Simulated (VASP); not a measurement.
# Ga (Pm-3m) in VASP: relaxation of cell and atoms with r2SCAN

Aim: the relaxation of cell and atoms of Ga with r2SCAN.

Program: VASP 6.6.1. These are calculated values, not measurements. Logs are shortened: lines on timing, memory, paths and dates and some standing lists are left out, and cuts for length are marked.

### Step 1. The cell of the first run

Symmetry: Pm-3m, No. 221, cubic system. The conventional cell has a = 2.718 Å, b = 2.718 Å, c = 2.718 Å, α = 90.00°, β = 90.00°, γ = 90.00°. Ga (site symmetry m-3m) has 6 Ga at 2.72 Å within 3.6 Å.

### Step 2. Relaxation of cell and atoms, r2SCAN

The input, POSCAR:

```
Ga
1.0
    2.7179413345      0.0000000000      0.0000000000
    0.0000000000      2.7179413345      0.0000000000
    0.0000000000      0.0000000000      2.7179413345
Ga
1
Direct
    0.0000000000      0.0000000000      0.0000000000
```

The input, INCAR.step1:

```
ALGO = Normal
EDIFF = 1E-4
ENCUT = 600
GGA = PE
ISMEAR = 0
LASPH = True
LCHARG = False
LREAL = False
LWAVE = True
NELM = 100
PREC = Accurate
SIGMA = 0.1
```

The input, INCAR.step2:

```
ALGO = Normal
EDIFF = 1E-6
EDIFFG = -0.01
ENCUT = 600
IBRION = 2
ISIF = 3
ISMEAR = 0
ISTART = 1
LASPH = True
LCHARG = False
LMIXTAU = True
LREAL = False
LWAVE = False
METAGGA = R2SCAN
NELM = 100
NSW = 100
PREC = Accurate
SIGMA = 0.1
```

The input, KPOINTS:

```
k-points
0
Gamma
  20 20 20
```

Potentials or basis: VASP PAW PBE potentials, release 64 (Ga_d).

On the command line:

```bash
> cat potpaw_PBE.64/Ga_d/POTCAR > POTCAR
> cp INCAR.step1 INCAR
> mpirun -np 1 vasp_std > vasp.out
> cp INCAR.step2 INCAR
> mpirun -np 1 vasp_std > vasp.out
```

OUTCAR:

```text
EDIFF = 1E-6
   EDIFFG = -0.01
   ENCUT = 600
   IBRION = 2
   ISIF = 3
   ISMEAR = 0
   ISTART = 1
   LASPH = True
   LREAL = False
   METAGGA = R2SCAN
   NELM = 100
   NSW = 100
   PREC = Accurate

 ion  position               nearest neighbor table
   1  0.000  0.000  0.000-

  LATTYP: Found a simple cubic cell.
 ALAT       =     2.7179413345

  Lattice vectors:

 A1 = (   2.7179413345,   0.0000000000,   0.0000000000)
 A2 = (   0.0000000000,   2.7179413345,   0.0000000000)
 A3 = (   0.0000000000,   0.0000000000,   2.7179413345)

Analysis of symmetry for initial positions (statically):
=====================================================================
 Subroutine PRICEL returns:
 Original cell was already a primitive cell.

 Routine SETGRP: Setting up the symmetry group for a
 simple cubic supercell.

 Subroutine GETGRP returns: Found 48 space group operations
 (whereof 48 operations were pure point group operations)
 out of a pool of 48 trial point group operations.

The static configuration has the point symmetry O_h .

Analysis of symmetry for dynamics (positions and initial velocities):
=====================================================================
 Subroutine PRICEL returns:
 Original cell was already a primitive cell.

 Routine SETGRP: Setting up the symmetry group for a
 simple cubic supercell.

 Subroutine GETGRP returns: Found 48 space group operations
 (whereof 48 operations were pure point group operations)
 out of a pool of 48 trial point group operations.

The dynamic configuration has the point symmetry O_h .

 Subroutine INISYM returns: Found 48 space group operations
 (whereof 48 operations are pure point group operations),
 and found     1 'primitive' translations

----------------------------------------------------------------------------------------

                                     Primitive cell

  volume of cell :      20.0780

  direct lattice vectors                    reciprocal lattice vectors
     2.717941334  0.000000000  0.000000000     0.367925528  0.000000000  0.000000000
     0.000000000  2.717941334  0.000000000     0.000000000  0.367925528  0.000000000
     0.000000000  0.000000000  2.717941334     0.000000000  0.000000000  0.367925528

  length of vectors
     2.717941334  2.717941334  2.717941334     0.367925528  0.367925528  0.367925528

  position of ions in fractional coordinates (direct lattice)
     0.000000000  0.000000000  0.000000000

  ion indices of the primitive-cell ions
   primitive index   ion index
                 1           1

----------------------------------------------------------------------------------------

 KPOINTS: k-points

Automatic generation of k-mesh.
 Grid dimensions read from file:
 generate k-points for:   20   20   20

 Generating k-lattice:

  Cartesian coordinates                     Fractional coordinates (reciprocal lattice)
     0.018396276  0.000000000  0.000000000     0.050000000  0.000000000  0.000000000
     0.000000000  0.018396276  0.000000000     0.000000000  0.050000000  0.000000000
     0.000000000  0.000000000  0.018396276     0.000000000  0.000000000  0.050000000

  Length of vectors
     0.018396276  0.018396276  0.018396276

  Shift w.r.t. Gamma in fractional coordinates (k-lattice)
     0.000000000  0.000000000  0.000000000

 Subroutine IBZKPT returns following result:
 ===========================================

 Found    286 irreducible k-points:

 Following reciprocal coordinates:
            Coordinates               Weight
  0.000000  0.000000  0.000000      1.000000
  0.050000  0.000000  0.000000      6.000000
  0.100000  0.000000  0.000000      6.000000
  0.150000  0.000000  0.000000      6.000000
  0.200000  0.000000  0.000000      6.000000
  0.250000  0.000000  0.000000      6.000000
[... 16 lines left out ...]
  0.150000  0.100000  0.000000     24.000000
  0.200000  0.100000  0.000000     24.000000
 [... further k-points ...]
   k-points           NKPTS =    286   k-points in BZ     NKDIM =    286   number of bands    NBANDS=     10
   number of dos      NEDOS =    301   number of ions     NIONS =      1
   total plane-waves  NPLWV =  13824
   dimension x,y,z NGX =    24 NGY =   24 NGZ =   24
   dimension x,y,z NGXF=    48 NGYF=   48 NGZF=   48
   ions per type =               1
   NGX,Y,Z   is equivalent  to a cutoff of  14.68, 14.68, 14.68 a.u.
   NGXF,Y,Z  is equivalent  to a cutoff of  29.36, 29.36, 29.36 a.u.
 SYSTEM =  unknown system
   PREC   = accura    normal or accurate (medium, high low for compatibility)
   ISTART =      1    job   : 0-new  1-cont  2-samecut
   ICHARG =      0    charge: 1-file 2-atom 10-const
   ISPIN  =      1    spin polarized calculation?
   LNONCOLLINEAR =      F non collinear calculations
   LSORBIT =      F    spin-orbit coupling
   LASPH  =      T    aspherical Exc in radial PAW
   ENCUT  =  600.0 eV  44.10 Ry    6.64 a.u.   5.43  5.43  5.43*2*pi/ulx,y,z
   NELM   =    100;   NELMIN=  2; NELMDL=  0     # of ELM steps
   EDIFF  = 0.1E-05   stopping-criterion for ELM
   LREAL  =      F    real-space projection
   EDIFFG = -.1E-01   stopping-criterion for IOM
   NSW    =    100    number of steps for IOM
   IBRION =      2    ionic relax: 0-MD 1-quasi-New 2-CG
   NFREE  =      1    steps in history (QN), initial steepest desc. (CG)
   ISIF   =      3    stress and relaxation
   ISYM   =      2    0-nonsym 1-usesym 2-fastsym
   POTIM  = 0.5000    time-step for ionic-motion
   TEBEG  =    0.0;   TEEND  =   0.0 temperature during run
   PSTRESS=    0.0 pullay stress
   NELECT =      13.0000    total number of electrons
   NUPDOWN=      -1.0000    fix difference up-down
   EMIN   =  10.00;   EMAX   =-10.00  energy-range for DOS
   EFERMI =   0.00;   METHOD = LEGACY
   ISMEAR =     0;   SIGMA  =   0.10  broadening in eV -4-tet -1-fermi 0-gaus
   EFERMI_NEDOS =   21; number of points for ismear=-14 and -15
   IALGO  =     38    algorithm
   IMIX   =      4    mixing-type and parameters
     AMIX     =   0.40;   BMIX     =  1.00
     AMIX_MAG =   1.60;   BMIX_MAG =  1.00
  volume/ion in A,a.u.               =      20.08       135.49
  Fermi-wavevector in a.u.,A,eV,Ry     =   1.416280  2.676382 27.291243  2.005850
  Thomas-Fermi vector in A             =   2.537631
   LORBIT       =      0    0 simple, 1 ext, 2 COOP (PROOUT), +10 PAW based schemes
   METAGGA = R2SCAN    functional components
   LHFCALC =     F    Hartree Fock is set to
   AEXX    =    0.0000 exact exchange contribution
   IVDW    =     0    specifies the selected vdW correction
   LEPSILON=     F    determine dielectric tensor
   LRPA    =     F    only Hartree local field effects (RPA)
 conjugate gradient relaxation of ions
 non-spin polarized calculation
 Gauss-broadening in eV      SIGMA  =   0.10
  energy-cutoff  :      600.00
  volume of cell :       20.08
 maximum number of plane-waves:       691
 NGX is ok and might be reduce to    24
   NGX = 11   NGY = 11   NGZ = 11

--------------------------------------- Ionic step        1  -------------------------------------------

 number of electron      13.0000005 magnetization

 Free energy of the ion-electron system (eV)
  ---------------------------------------------------
  ext. energy  EPLUGINS =         0.00000000
  ---------------------------------------------------
  free energy    TOTEN  =       -11.29565597 eV

  energy without entropy =      -11.29330056  energy(sigma->0) =      -11.29447826

------------------------ aborting loop because EDIFF is reached ----------------------------------------

  FORCE on cell =-STRESS in cart. coord.  units (eV):
  Direction    XX          YY          ZZ          XY          YZ          ZX
  --------------------------------------------------------------------------------------
  -------------------------------------------------------------------------------------
  Total       -0.3411598     -0.3411598     -0.3411598      0.0000000      0.0000000     -0.0000000
  in kB      -27.2237660    -27.2237660    -27.2237660      0.0000000      0.0000000     -0.0000000
  external PRESSURE =     -27.2237660 kB  Pullay stress =       0.0000000 kB
[... 55 lines left out ...]
  energy  without entropy=      -11.3032328597  energy(sigma->0) =      -11.30421280

--------------------------------------- Ionic step        3  -------------------------------------------

 number of electron      13.0000002 magnetization

 Free energy of the ion-electron system (eV)
  ---------------------------------------------------
  ext. energy  EPLUGINS =         0.00000000
  ---------------------------------------------------
  free energy    TOTEN  =       -11.30525160 eV

  energy without entropy =      -11.30330109  energy(sigma->0) =      -11.30427634

 E-fermi :   5.0286     XC(G=0): -11.9406

 val. band max:        4.9958840167   @ k =   0.4500   0.4000   0.2000
 cond. band min:       5.0976405328   @ k =   0.4000   0.3500   0.1500
 fundamental gap:      0.1017565161
 Fermi energy:         5.0286143150

 k-point     1 :       0.0000    0.0000    0.0000
  band No.  band energies     occupation
      1     -10.6394      2.00000
      2     -10.6394      2.00000
      3     -10.0306      2.00000
      4     -10.0306      2.00000
      5     -10.0306      2.00000
      6      -6.3796      2.00000
      7      14.9083      0.00000
      8      14.9083      0.00000
      9      14.9083      0.00000
     10      17.7680      0.00000
[... 287 lines left out ...]
 k-point    24 :       0.2000    0.1000    0.0000
  band No.  band energies     occupation
      1     -10.5958      2.00000
      2     -10.4852      2.00000
      3     -10.1106      2.00000
      4     -10.0872      2.00000
      5     -10.0414      2.00000
      6      -5.2622      2.00000
      7       8.6961      0.00000
      8      13.0967      0.00000
      9      16.0584      0.00000
     10      19.6390      0.00000

 [... further k-points ...]

------------------------ aborting loop because EDIFF is reached ----------------------------------------

  FORCE on cell =-STRESS in cart. coord.  units (eV):
  Direction    XX          YY          ZZ          XY          YZ          ZX
  --------------------------------------------------------------------------------------
  -------------------------------------------------------------------------------------
  Total        0.0056586      0.0056586      0.0056586     -0.0000000      0.0000000     -0.0000000
  in kB        0.4760816      0.4760816      0.4760816     -0.0000000      0.0000000     -0.0000000
  external PRESSURE =       0.4760816 kB  Pullay stress =       0.0000000 kB
[... 16 lines left out ...]
  FREE ENERGIE OF THE ION-ELECTRON SYSTEM (eV)
  ---------------------------------------------------
  free  energy   TOTEN  =       -11.3052516003 eV

  energy  without entropy=      -11.3033010872  energy(sigma->0) =      -11.30427634

 reached required accuracy - stopping structural energy minimisation
```

Wall time 4.8 min (1 thread of AMD EPYC 9R45 (Zen 5), shared host); peak memory 0.18 GiB.

What came out:

```yaml
Free_energy: -11.3053 eV
Relaxed_volume: 19.04 Å³/atom
Relaxed_cell: a = 2.670 Å, b = 2.670 Å, c = 2.670 Å, α = 90.00°, β = 90.00°, γ = 90.00°
Space_group_after_relaxing_to_0.05_Å: Pm-3m (No. 221)
Energy_gained_by_relaxing: 9.6 meV/atom
Ionic_steps: 3
Pressure_after_relaxing: 0.0 GPa
```

Step by step:
| step | energy change (eV) | largest force (eV/Å) | pressure (GPa) | volume (Å³) |
| --- | --- | --- | --- | --- |
| 1 | 0.0000 | 0.0000 | -2.72 | 20.08 |
| 2 | -0.0095 | 0.0000 | -0.20 | 19.10 |
| 3 | -0.0096 | 0.0000 | 0.05 | 19.04 |

Final structure:
```
Ga
1.0
     2.67042    0.00000    0.00000
     0.00000    2.67042    0.00000
     0.00000    0.00000    2.67042
Ga
1
Direct
  0.00000 0.00000 0.00000
```

Caveat: the PAW data sets were made with another functional, which shifts forces and pressure a little.
